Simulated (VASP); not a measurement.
# SnSe (Fm-3m) in VASP: a series of runs

SnSe is run at these levels: PBEsol, revPBE+D3(BJ); tasks: single point, relaxation of cell and atoms.

Everything below comes from runs of VASP 6.6.1. Logs are shortened: lines on timing, memory, paths and dates and some standing lists are left out, and cuts for length are marked.

**1. The cell of the first run**

It takes space group Fm-3m (No. 225, cubic). Conventional cell: a = 5.946 Å, b = 5.946 Å, c = 5.946 Å, α = 90.00°, β = 90.00°, γ = 90.00°. Sn (site symmetry m-3m) has 6 Se at 2.97 Å within 3.9 Å. Within 3.9 Å of Se (site symmetry m-3m) lie 6 Sn at 2.97 Å.

**2. Single point, PBEsol**

Input file INCAR:

```
SYSTEM = SnSe
PREC = Accurate ; ENCUT = 520
EDIFF = 1E-6 ; ISMEAR = -1
SIGMA = 0.05 ; LREAL = .False.
LASPH = .True. ; NELM = 80
ALGO = Normal ; ISIF = 2
LWAVE = .False. ; LCHARG = .True.
GGA = PS ; LELF = .True.
LVHAR = .True. ; NBANDS = 17
```

Input file KPOINTS:

```
regular mesh
0
Gamma
  8 8 8
  0 0 0
```

Input file POSCAR:

```
SnSe
1.0
    0.0000000000      2.9727978773      2.9727978773
    2.9727978773      0.0000000000      2.9727978773
    2.9727978773      2.9727978773      0.0000000000
Sn Se
1 1
Direct
    0.0000000000      0.0000000000      0.0000000000
    0.5000000000      0.5000000000      0.5000000000
```

Potentials or basis: VASP PAW PBE potentials, release 64 (Sn_d, Se).

Command:

```bash
cat potpaw_PBE.64/Sn_d/POTCAR potpaw_PBE.64/Se/POTCAR > POTCAR
mpirun -np 1 vasp_std > vasp.out
```

OUTCAR:

```text
SYSTEM = SnSe
   PREC = Accurate
   ENCUT = 520
   EDIFF = 1E-6
   ISMEAR = -1
   LREAL = .False.
   LASPH = .True.
   NELM = 80
   ISIF = 2
   GGA = PS

 ion  position               nearest neighbor table
   1  0.000  0.000  0.000-   2 2.97   2 2.97   2 2.97   2 2.97   2 2.97   2 2.97
   2  0.500  0.500  0.500-   1 2.97   1 2.97   1 2.97   1 2.97   1 2.97   1 2.97

  LATTYP: Found a face centered cubic cell.
 ALAT       =     5.9455957546

  Lattice vectors:

 A1 = (   0.0000000000,   2.9727978773,   2.9727978773)
 A2 = (   2.9727978773,   0.0000000000,   2.9727978773)
 A3 = (   2.9727978773,   2.9727978773,   0.0000000000)

Analysis of symmetry for initial positions (statically):
=====================================================================
 Subroutine PRICEL returns:
 Original cell was already a primitive cell.

 Routine SETGRP: Setting up the symmetry group for a
 face centered cubic supercell.

 Subroutine GETGRP returns: Found 48 space group operations
[... 9 lines left out ...]

 Routine SETGRP: Setting up the symmetry group for a
 face centered cubic supercell.

 Subroutine GETGRP returns: Found 48 space group operations
[... 11 lines left out ...]
                                     Primitive cell

  volume of cell :      52.5444

  direct lattice vectors                    reciprocal lattice vectors
     0.000000000  2.972797877  2.972797877    -0.168191724  0.168191724  0.168191724
     2.972797877  0.000000000  2.972797877     0.168191724 -0.168191724  0.168191724
     2.972797877  2.972797877  0.000000000     0.168191724  0.168191724 -0.168191724

  length of vectors
     4.204171076  4.204171076  4.204171076     0.291316611  0.291316611  0.291316611

  position of ions in fractional coordinates (direct lattice)
     0.000000000  0.000000000  0.000000000
     0.500000000  0.500000000  0.500000000

  ion indices of the primitive-cell ions
   primitive index   ion index
                 1           1
                 2           2

----------------------------------------------------------------------------------------

 KPOINTS: regular mesh

Automatic generation of k-mesh.
 Grid dimensions read from file:
 generate k-points for:    8    8    8

 Generating k-lattice:

  Cartesian coordinates                     Fractional coordinates (reciprocal lattice)
[... 48 lines left out ...]
   NGX,Y,Z   is equivalent  to a cutoff of  12.65, 12.65, 12.65 a.u.
   NGXF,Y,Z  is equivalent  to a cutoff of  25.31, 25.31, 25.31 a.u.
 SYSTEM =  SnSe
   PREC   = accura    normal or accurate (medium, high low for compatibility)
   ISTART =      0    job   : 0-new  1-cont  2-samecut
   ICHARG =      2    charge: 1-file 2-atom 10-const
   ISPIN  =      1    spin polarized calculation?
   LNONCOLLINEAR =      F non collinear calculations
   LSORBIT =      F    spin-orbit coupling
   LASPH  =      T    aspherical Exc in radial PAW
   ENCUT  =  520.0 eV  38.22 Ry    6.18 a.u.   7.82  7.82  7.82*2*pi/ulx,y,z
   NELM   =     80;   NELMIN=  2; NELMDL= -5     # of ELM steps
   EDIFF  = 0.1E-05   stopping-criterion for ELM
   LREAL  =      F    real-space projection
   EDIFFG = 0.1E-04   stopping-criterion for IOM
   NSW    =      0    number of steps for IOM
   IBRION =     -1    ionic relax: 0-MD 1-quasi-New 2-CG
   NFREE  =      0    steps in history (QN), initial steepest desc. (CG)
   ISIF   =      2    stress and relaxation
   ISYM   =      2    0-nonsym 1-usesym 2-fastsym
   POTIM  = 0.5000    time-step for ionic-motion
   TEBEG  =    0.0;   TEEND  =   0.0 temperature during run
   PSTRESS=    0.0 pullay stress
   NELECT =      20.0000    total number of electrons
   NUPDOWN=      -1.0000    fix difference up-down
   EMIN   =  10.00;   EMAX   =-10.00  energy-range for DOS
   EFERMI =   0.00;   METHOD = LEGACY
   ISMEAR =    -1;   SIGMA  =   0.05  broadening in eV -4-tet -1-fermi 0-gaus
   EFERMI_NEDOS =   21; number of points for ismear=-14 and -15
   IALGO  =     38    algorithm
   IMIX   =      4    mixing-type and parameters
     AMIX     =   0.40;   BMIX     =  1.00
     AMIX_MAG =   1.60;   BMIX_MAG =  1.00
  volume/ion in A,a.u.               =      26.27       177.29
  Fermi-wavevector in a.u.,A,eV,Ry     =   1.186432  2.242031 19.151839  1.407620
  Thomas-Fermi vector in A             =   2.322605
   LORBIT       =      0    0 simple, 1 ext, 2 COOP (PROOUT), +10 PAW based schemes
   GGA     = PS    functional components
   LHFCALC =     F    Hartree Fock is set to
   AEXX    =    0.0000 exact exchange contribution
   IVDW    =     0    specifies the selected vdW correction
   LEPSILON=     F    determine dielectric tensor
   LRPA    =     F    only Hartree local field effects (RPA)
 non-spin polarized calculation
  energy-cutoff  :      520.00
  volume of cell :       52.54
 maximum number of plane-waves:      1428
   NGX = 15   NGY = 15   NGZ = 15

 number of electron      20.0000006 magnetization

 Free energy of the ion-electron system (eV)
  ---------------------------------------------------
  ext. energy  EPLUGINS =         0.00000000
  ---------------------------------------------------
  free energy    TOTEN  =        -8.98565399 eV

  energy without entropy =       -8.98561801  energy(sigma->0) =       -8.98563600

 E-fermi :   6.1081     XC(G=0):  -9.9456

 val. band max:        5.7495482299   @ k =   0.5000   0.0000   0.0000
 cond. band min:       6.4983266735   @ k =  -0.3750   0.1250   0.0000
 fundamental gap:      0.7487784437
 Fermi energy:         6.1081427199

 k-point     1 :       0.0000    0.0000    0.0000
  band No.  band energies     occupation
      1     -15.6183      2.00000
      2     -15.6183      2.00000
      3     -15.6173      2.00000
      4     -15.6173      2.00000
      5     -15.6173      2.00000
      6      -8.2760      2.00000
[... 457 lines left out ...]
      4     -15.6069      2.00000
      5     -15.6006      2.00000
      6      -7.0859      2.00000
[... 9 lines left out ...]
     16      16.6902      0.00000
     17      16.7850      0.00000

 [... further k-points ...]
[... 5 lines left out ...]
  --------------------------------------------------------------------------------------
  -------------------------------------------------------------------------------------
  Total        0.0042463      0.0042463      0.0042463     -0.0000000      0.0000000      0.0000000
  in kB        0.1294771      0.1294771      0.1294771     -0.0000000      0.0000000      0.0000000
  external PRESSURE =       0.1294771 kB  Pullay stress =       0.0000000 kB

 VOLUME and BASIS-vectors are now :
 -----------------------------------------------------------------------------
  energy-cutoff  :      520.00
  volume of cell :       52.54
      direct lattice vectors                 reciprocal lattice vectors
     0.000000000  2.972797877  2.972797877    -0.168191724  0.168191724  0.168191724
     2.972797877  0.000000000  2.972797877     0.168191724 -0.168191724  0.168191724
     2.972797877  2.972797877  0.000000000     0.168191724  0.168191724 -0.168191724

 POSITION                                       TOTAL-FORCE (eV/Angst)
 -----------------------------------------------------------------------------------
      0.00000      0.00000      0.00000         0.000000      0.000000     -0.000000
      2.97280      2.97280      2.97280        -0.000000     -0.000000      0.000000
 -----------------------------------------------------------------------------------
    total drift:                                0.000000     -0.000000     -0.000000

  FREE ENERGIE OF THE ION-ELECTRON SYSTEM (eV)
  ---------------------------------------------------
  free  energy   TOTEN  =        -8.9856539923 eV

  energy  without entropy=       -8.9856180054  energy(sigma->0) =       -8.98563600
```

It took 30 s on 1 thread of Intel Xeon 8259CL, shared host; peak memory 0.19 GiB.

What came out:

* Free energy: -8.9857 eV
* Pressure: 0.0 GPa
* Band gap on the k mesh: 0.75 eV, indirect (least direct gap 0.82 eV)

Levels at points of the mesh, in eV from the valence-band top:
| k point | band 6 | band 7 | band 8 | band 9 | band 10 | band 11 | band 12 | band 13 | band 14 | band 15 |
| --- | --- | --- | --- | --- | --- | --- | --- | --- | --- | --- |
| (0.00, 0.00, 0.00) | -14.03 | -4.87 | -2.18 | -2.18 | -2.18 | 4.54 | 4.54 | 4.54 | 5.87 | 5.87 |
| (0.50, 0.00, 0.00) | -13.00 | -8.17 | -1.92 | -1.92 | 0.00 | 0.82 | 1.30 | 1.30 | 8.34 | 10.31 |
| (0.50, 0.50, 0.00) | -12.68 | -5.94 | -5.65 | -3.71 | -3.71 | 2.91 | 5.65 | 5.65 | 6.29 | 10.69 |

Caveat: the PAW data sets were made with another functional, which shifts forces and pressure a little; spin-orbit coupling is left out, which moves the levels of the heavy elements. A k mesh can miss the band edges.

**3. Single point, revPBE+D3(BJ)**

Input file INCAR:

```
SYSTEM = SnSe
  ALGO = Normal
  EDIFF = 1E-6
  ENCUT = 520
  GGA = RE
  ISIF = 2
  ISMEAR = -1
  IVDW = 12
  LASPH = .True.
  LCHARG = .True.
  LELF = .True.
  LREAL = .False.
  LVHAR = .True.
  LWAVE = .False.
  NBANDS = 17
  NELM = 80
  PREC = Accurate
  SIGMA = 0.05
```

Input file KPOINTS:

```
k-points
0
Gamma
  8 8 8
  0 0 0
```

Input file POSCAR:

```
SnSe
1.0
    0.0000000000      2.9709123325      2.9709123325
    2.9709123325      0.0000000000      2.9709123325
    2.9709123325      2.9709123325      0.0000000000
Sn Se
1 1
Direct
    0.0000000000      0.0000000000      0.0000000000
    0.5000000000      0.5000000000      0.5000000000
```

Potentials or basis: VASP PAW PBE potentials, release 64 (Sn_d, Se).

Command:

```bash
cat potpaw_PBE.64/Sn_d/POTCAR potpaw_PBE.64/Se/POTCAR > POTCAR
mpirun -np 1 vasp_std > vasp.out
```

Wall time 28 s (1 thread of Intel Xeon 8259CL, shared host); peak memory 0.2 GiB.

Results (log left out):

```
Free energy                : -8.9570 eV
Pressure                   : 0.0 GPa
Band gap on the k mesh     : 0.71 eV, indirect (least direct gap 0.74 eV)
Dispersion energy per atom : -0.698 eV
```

Levels at points of the mesh, in eV from the valence-band top:
```csv
k point,band 6,band 7,band 8,band 9,band 10,band 11,band 12,band 13,band 14,band 15
"(0.00, 0.00, 0.00)",-14.14,-4.90,-2.33,-2.33,-2.33,4.49,4.49,4.49,5.81,5.81
"(0.50, 0.00, 0.00)",-13.12,-8.25,-2.08,-2.08,0.00,0.74,1.23,1.23,8.40,10.23
"(0.50, 0.50, 0.00)",-12.81,-5.99,-5.75,-3.84,-3.84,2.91,5.59,5.59,6.25,10.52
```

Caveat: the PAW data sets were made with another functional, which shifts forces and pressure a little; spin-orbit coupling is left out, which moves the levels of the heavy elements. A k mesh can miss the band edges.

**4. Relaxation of cell and atoms, PBEsol**

This run uses another cell than the first one, of 27.27 Å³/atom, 1.038 times its volume.

Input file INCAR:

```
ALGO     = Normal         # electronic algorithm
EDIFF    = 1E-6           # SCF threshold, eV
EDIFFG   = -0.02          # ionic threshold
ENCUT    = 600            # plane-wave cutoff, eV
GGA      = PS             # functional
IBRION   = 2              # ionic algorithm
ISIF     = 3              # what is computed and relaxed
ISMEAR   = -1             # smearing method
LASPH    = True           # aspherical terms in the spheres
LCHARG   = False          # write CHGCAR
LREAL    = False          # projectors in reciprocal space
LWAVE    = False          # write WAVECAR
NELM     = 60             # most SCF steps
NSW      = 80             # ionic steps
PREC     = Accurate       # precision mode
SIGMA    = 0.05           # smearing width, eV
```

Input file KPOINTS:

```
k-points
0
Gamma
  8 8 8
```

Input file POSCAR:

```
SnSe
1.0
    0.0000000000      3.0100000000      3.0100000000
    3.0100000000      0.0000000000      3.0100000000
    3.0100000000      3.0100000000      0.0000000000
Sn Se
1 1
Direct
    0.0000000000      0.0000000000      0.0000000000
    0.5000000000      0.5000000000      0.5000000000
```

Command:

```bash
cat potpaw_PBE.64/Sn_d/POTCAR potpaw_PBE.64/Se/POTCAR > POTCAR
mpirun -np 1 vasp_std > vasp.out
```

Wall time 1.7 min (1 thread of Intel Xeon 8259CL, shared host); peak memory 0.23 GiB.

Results (log left out):

```yaml
Free_energy: -8.9861 eV
Relaxed_volume: 26.30 Å³/atom
Relaxed_cell: a = 4.206 Å, b = 4.206 Å, c = 4.206 Å, α = 60.00°, β = 60.00°, γ = 60.00°
Space_group_after_relaxing_to_0.05_Å: Fm-3m (No. 225)
Energy_gained_by_relaxing: 5.9 meV/atom
Ionic_steps: 3
Pressure_after_relaxing: 0.0 GPa
Band_gap_on_the_k_mesh: 0.75 eV, indirect (least direct gap 0.81 eV)
```

The path:
| step | energy change (eV) | largest force (eV/Å) | pressure (GPa) | volume (Å³) |
| --- | --- | --- | --- | --- |
| 1 | 0.0000 | 0.0000 | -1.90 | 54.54 |
| 2 | -0.0108 | 0.0000 | 0.62 | 52.03 |
| 3 | -0.0119 | 0.0000 | 0.01 | 52.60 |

Final structure:
```
Sn Se
1.0
     0.00000    2.97375    2.97375
     2.97375    0.00000    2.97375
     2.97375    2.97375    0.00000
Sn Se
1 1
Direct
  0.00000 0.00000 0.00000
  0.50000 0.50000 0.50000
```

Levels at points of the mesh, in eV from the valence-band top:
| k point | band 8 | band 9 | band 10 | band 11 | band 12 | band 13 |
| --- | --- | --- | --- | --- | --- | --- |
| (0.00, 0.00, 0.00) | -2.18 | -2.18 | -2.18 | 4.53 | 4.53 | 4.53 |
| (0.50, 0.00, 0.00) | -1.92 | -1.92 | 0.00 | 0.81 | 1.30 | 1.30 |
| (0.50, 0.50, 0.00) | -5.65 | -3.71 | -3.71 | 2.91 | 5.64 | 5.64 |

Caveat: the PAW data sets were made with another functional, which shifts forces and pressure a little; spin-orbit coupling is left out, which moves the levels of the heavy elements. A k mesh can miss the band edges.

**5. Summary**

| task | level | cell | cutoff (eV) | gap on the mesh (eV) | pressure (GPa) |
| --- | --- | --- | --- | --- | --- |
| single point | PBEsol | a = 4.204 Å, angles 60.0°, 2 atoms | 520 | 0.75 | 0.0 |
| single point | revPBE+D3(BJ) | a = 4.202 Å, angles 60.0°, 2 atoms | 520 | 0.71 | 0.0 |
| relaxation of cell and atoms | PBEsol | relaxed from a = 4.257 Å, angles 60.0°, 2 atoms | 600 | 0.75 | 0.0 |

Alike in all rows: potentials or basis VASP PAW PBE potentials, release 64 (Sn_d, Se); no spin polarisation; k mesh 8 × 8 × 8; smearing fermi-dirac 0.05 eV.

Caveats: the PAW data sets were made with another functional, which shifts forces and pressure a little; spin-orbit coupling is left out, which moves the levels of the heavy elements.

Total energies depend on the potentials used, so only differences within one code and one set of settings carry meaning.
